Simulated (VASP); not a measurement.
Write the native input for VASP 6.6.1 that does the following.

- Task: single point
- Functional: PBE
- Potentials or basis: VASP PAW PBE potentials, release 64 (C)
- Cutoff: 520 eV
- k mesh: 12 × 12 × 4
- Occupations: gaussian, width 0.1 eV
- Spin: collinear spin, ferromagnetic start
- Starting moments: [1.0, 1.0, 1.0, 1.0] μB
- Dipole correction: no
- Further INCAR settings: ALGO = Normal; EDIFF = 1e-06; NBANDS = 20

The structure of C lies in POSCAR:

```
C
1.0
    2.4672912616      0.0000000000      0.0000000000
   -1.2336456308      2.1367369111      0.0000000000
    0.0000000000      0.0000000000      7.8030730000
C
4
Direct
    0.0000000000      0.0000000000      0.2500000000
    0.0000000000      0.0000000000      0.7500000000
    0.3333333300      0.6666666700      0.2500000000
    0.6666666700      0.3333333300      0.7500000000
```

These files were run (other wordings do the same):

INCAR

```
SYSTEM = C
PREC = Accurate
ENCUT = 520
EDIFF = 1E-6
ISMEAR = 0
SIGMA = 0.1
LREAL = .FALSE.
LASPH = .TRUE.
NELM = 150
ALGO = Normal
ISIF = 2
LWAVE = .FALSE.
LCHARG = .FALSE.
ISPIN = 2
MAGMOM = 1 1 1 1
LORBIT = 11
GGA = PE
NBANDS = 20
```

KPOINTS

```
regular mesh
0
G
  12 12 4
  0 0 0
```

Potentials or basis: VASP PAW PBE potentials, release 64 (C).

Run with:

```console
$ cat potpaw_PBE.64/C/POTCAR > POTCAR
$ mpirun -np 1 vasp_std > vasp.out
```

Results of the run:

- Pressure: 0.3 GPa
- Band gap on the k mesh: zero (filled and empty bands overlap)
- Net moment: 0.00 μB per cell
- Valence electrons inside the program's atomic spheres: C 2.65

Caveat: this functional lacks dispersion, which binds the layers, so the pressure and a relaxed spacing across them are unreliable.

Wall time 34 s on 1 thread of Intel(R) Xeon(R) 6975P-C (Granite Rapids), with other jobs on the host, peak memory 0.19 GiB.
